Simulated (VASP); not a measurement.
# In2O3 (R-3c) in VASP: notebook, part 2 of 2

VASP 6.6.1.

## (3) Single point, r2SCAN (strain -3.0%)

Input file POSCAR:

```
In2O3
1.0
    2.6712875109      1.5422685636      4.7078552978
   -2.6712875109      1.5422685636      4.7078552978
    0.0000000000     -3.0845371270      4.7078552979
In O
4 6
Direct
    0.6417037621      0.6417037621      0.6417037621
    0.8582962379      0.8582962379      0.8582962379
    0.3582962379      0.3582962379      0.3582962379
    0.1417037621      0.1417037621      0.1417037621
    0.0451077657      0.7500000000      0.4548922343
    0.7500000000      0.4548922343      0.0451077657
    0.4548922343      0.0451077657      0.7500000000
    0.9548922343      0.2500000000      0.5451077657
    0.5451077657      0.9548922343      0.2500000000
    0.2500000000      0.5451077657      0.9548922343
```

Input file INCAR.step1:

```
SYSTEM = In2O3
PREC = Accurate ; ENCUT = 520
ISMEAR = 0 ; SIGMA = 0.01
LREAL = .FALSE. ; LASPH = .TRUE.
NELM = 60 ; NBANDS = 55
GGA = PE ; ALGO = Normal
EDIFF = 1E-4 ; LWAVE = .TRUE.
LCHARG = .FALSE.
```

Input file INCAR.step2:

```
SYSTEM = In2O3
PREC = Accurate ; ENCUT = 520
EDIFF = 1E-6 ; ISMEAR = 0
SIGMA = 0.01 ; LREAL = .FALSE.
LASPH = .TRUE. ; NELM = 60
ALGO = Normal ; ISIF = 2
LWAVE = .FALSE. ; LCHARG = .FALSE.
METAGGA = R2SCAN ; LMIXTAU = .TRUE.
NBANDS = 55 ; ISTART = 1
```

Input file KPOINTS:

```
regular mesh
0
G
  6 6 6
  0 0 0
```

Potentials or basis: VASP PAW PBE potentials, release 64 (In_d, O).

Launch:

```bash
$ cat potpaw_PBE.64/In_d/POTCAR potpaw_PBE.64/O/POTCAR > POTCAR
$ cp INCAR.step1 INCAR
$ mpirun -np 1 vasp_std > vasp.out
$ cp INCAR.step2 INCAR
$ mpirun -np 1 vasp_std > vasp.out
```

OUTCAR:

```text
SYSTEM = In2O3
   PREC = Accurate
   ENCUT = 520
   EDIFF = 1E-6
   ISMEAR = 0
   LREAL = .FALSE.
   LASPH = .TRUE.
   NELM = 60
   ISIF = 2
   METAGGA = R2SCAN
   ISTART = 1

 ion  position               nearest neighbor table
   1  0.642  0.642  0.642-   8 2.06  10 2.06   9 2.06   7 2.20   5 2.20   6 2.20   2 3.06   3 3.16
                             3 3.16   3 3.16   2 3.50   2 3.50   2 3.50   4 3.88   4 3.88   4 3.88
   2  0.858  0.858  0.858-  10 2.06   8 2.06   9 2.06   7 2.20   6 2.20   5 2.20   1 3.06   4 3.16
                             4 3.16   4 3.16   1 3.50   1 3.50   1 3.50   3 3.88   3 3.88   3 3.88
   3  0.358  0.358  0.358-   5 2.06   6 2.06   7 2.06   9 2.20   8 2.20  10 2.20   4 3.06   1 3.16
                             1 3.16   1 3.16   4 3.50   4 3.50   4 3.50   2 3.88   2 3.88   2 3.88
   4  0.142  0.142  0.142-   6 2.06   5 2.06   7 2.06   9 2.20  10 2.20   8 2.20   3 3.06   2 3.16
                             2 3.16   2 3.16   3 3.50   3 3.50   3 3.50   1 3.88   1 3.88   1 3.88
   5  0.045  0.750  0.455-   3 2.06   4 2.06   1 2.20   2 2.20
   6  0.750  0.455  0.045-   4 2.06   3 2.06   2 2.20   1 2.20
   7  0.455  0.045  0.750-   3 2.06   4 2.06   1 2.20   2 2.20
   8  0.955  0.250  0.545-   1 2.06   2 2.06   3 2.20   4 2.20
   9  0.545  0.955  0.250-   1 2.06   2 2.06   3 2.20   4 2.20
[... 1604 lines left out ...]
 [... further k-points ...]

------------------------ aborting loop because EDIFF is reached ----------------------------------------

  FORCE on cell =-STRESS in cart. coord.  units (eV):
  Direction    XX          YY          ZZ          XY          YZ          ZX
  --------------------------------------------------------------------------------------
  -------------------------------------------------------------------------------------
  Total       16.8356620     16.8356620     13.5285770      0.0000000     -0.0000000      0.0000000
  in kB      231.7852445    231.7852445    186.2548982      0.0000000     -0.0000000      0.0000000
  external PRESSURE =     216.6084624 kB  Pullay stress =       0.0000000 kB

 VOLUME and BASIS-vectors are now :
 -----------------------------------------------------------------------------
  energy-cutoff  :      520.00
  volume of cell :      116.37
      direct lattice vectors                 reciprocal lattice vectors
     2.671287511  1.542268564  4.707855298     0.187175659  0.108065917  0.070803649
    -2.671287511  1.542268564  4.707855298    -0.187175659  0.108065917  0.070803649
     0.000000000 -3.084537127  4.707855298     0.000000000 -0.216131834  0.070803649

 POSITION                                       TOTAL-FORCE (eV/Angst)
 -----------------------------------------------------------------------------------
      0.00000      0.00000      9.06315        -0.000000     -0.000000     -0.031501
      0.00000      0.00000     12.12220        -0.000000      0.000000      0.031501
      0.00000      0.00000      5.06042        -0.000000      0.000000      0.031501
      0.00000      0.00000      2.00136        -0.000000     -0.000000     -0.031501
     -1.88297     -0.17686      5.88482         0.004084      0.007073     -0.000000
      0.78832      1.71913      5.88482         0.004084     -0.007073      0.000000
      1.09465     -1.54227      5.88482        -0.008168      0.000000      0.000000
      1.88297      0.17686      8.23875        -0.004084     -0.007073      0.000000
     -1.09465      1.54227      8.23875         0.008168      0.000000      0.000000
     -0.78832     -1.71913      8.23875        -0.004084      0.007073     -0.000000
 -----------------------------------------------------------------------------------
    total drift:                               -0.000000      0.000000      0.000000

  FREE ENERGIE OF THE ION-ELECTRON SYSTEM (eV)
  ---------------------------------------------------
  free  energy   TOTEN  =      -143.7111802242 eV

  energy  without entropy=     -143.7111802242  energy(sigma->0) =     -143.71118022
```

OUTCAR.step1:

```text
SYSTEM = In2O3
   PREC = Accurate
   ENCUT = 520
   ISMEAR = 0
   LREAL = .FALSE.
   LASPH = .TRUE.
[... 1652 lines left out ...]
      1.88297      0.17686      8.23875         0.008281      0.014343     -0.000000
     -1.09465      1.54227      8.23875        -0.016562     -0.000000     -0.000000
     -0.78832     -1.71913      8.23875         0.008281     -0.014343      0.000000
 -----------------------------------------------------------------------------------
    total drift:                               -0.000000      0.000000      0.000000

  FREE ENERGIE OF THE ION-ELECTRON SYSTEM (eV)
  ---------------------------------------------------
  free  energy   TOTEN  =       -54.2171589531 eV

  energy  without entropy=      -54.2171589531  energy(sigma->0) =      -54.21715895
```

OSZICAR.step1:

```text
N       E                     dE             d eps       ncg     rms          rms(c)
DAV:   1     0.129610243460E+04    0.12961E+04   -0.41092E+04  3617   0.238E+03
DAV:   2     0.202888328740E+03   -0.10932E+04   -0.10419E+04  3631   0.659E+02
DAV:   3    -0.435800472970E+02   -0.24647E+03   -0.23881E+03  3842   0.277E+02
DAV:   4    -0.641758377404E+02   -0.20596E+02   -0.20417E+02  4784   0.862E+01
DAV:   5    -0.645794674323E+02   -0.40363E+00   -0.40299E+00  4488   0.129E+01    0.253E+01
DAV:   6    -0.540347712393E+02    0.10545E+02   -0.35893E+01  5530   0.671E+01    0.193E+01
DAV:   7    -0.542763022790E+02   -0.24153E+00   -0.39978E+00  4067   0.113E+01    0.477E+00
DAV:   8    -0.542293970478E+02    0.46905E-01   -0.23774E-01  5504   0.376E+00    0.234E+00
DAV:   9    -0.542168627116E+02    0.12534E-01   -0.52368E-02  5617   0.268E+00    0.358E-01
DAV:  10    -0.542166112183E+02    0.25149E-03   -0.10584E-02  5088   0.106E+00    0.931E-02
DAV:  11    -0.542171754090E+02   -0.56419E-03   -0.16420E-03  4608   0.259E-01    0.949E-02
DAV:  12    -0.542171589531E+02    0.16456E-04   -0.38984E-04  3880   0.186E-01
   1 F= -.54217159E+02 E0= -.54217159E+02  d E =-.156029E-15
```

It took 11 min on 1 thread of Intel Xeon Platinum 8559C (Emerald Rapids), shared host; peak memory 0.37 GiB.

What came out:

| Property | Result |
| --- | --- |
| Free energy | -143.7112 eV |
| Pressure | 21.7 GPa |
| Largest force | 0.032 eV/Å |
| Band gap on the k mesh | 2.39 eV |

Forces on the atoms (eV/Å):
```
In   0.000  0.000 -0.032
In   0.000  0.000  0.032
In   0.000  0.000  0.032
In   0.000  0.000 -0.032
O    0.004  0.007  0.000
O    0.004 -0.007  0.000
O   -0.008  0.000  0.000
O   -0.004 -0.007  0.000
O    0.008  0.000  0.000
O   -0.004  0.007  0.000
```

Levels at points of the mesh, in eV from the valence-band top:
| k point | band 41 | band 42 | band 43 | band 44 | band 45 | band 46 | band 47 | band 48 |
| --- | --- | --- | --- | --- | --- | --- | --- | --- |
| (0.00, 0.00, 0.00) | -0.37 | -0.37 | 0.00 | 0.00 | 2.39 | 6.53 | 7.81 | 8.47 |
| (0.50, 0.00, 0.00) | -0.78 | -0.78 | -0.13 | -0.13 | 6.15 | 6.15 | 7.23 | 7.23 |
| (0.50, 0.50, 0.00) | -0.68 | -0.37 | -0.11 | -0.09 | 6.56 | 6.69 | 7.66 | 7.95 |
| (0.50, 0.50, 0.50) | -0.24 | -0.24 | -0.24 | -0.24 | 5.52 | 5.52 | 8.82 | 8.82 |

Caveat: the cell differs from its parent crystal (strain -3.0%); the cell stands under pressure; the PAW data sets were made with another functional, which shifts forces and pressure a little; spin-orbit coupling is left out, which moves the levels of the heavy elements.
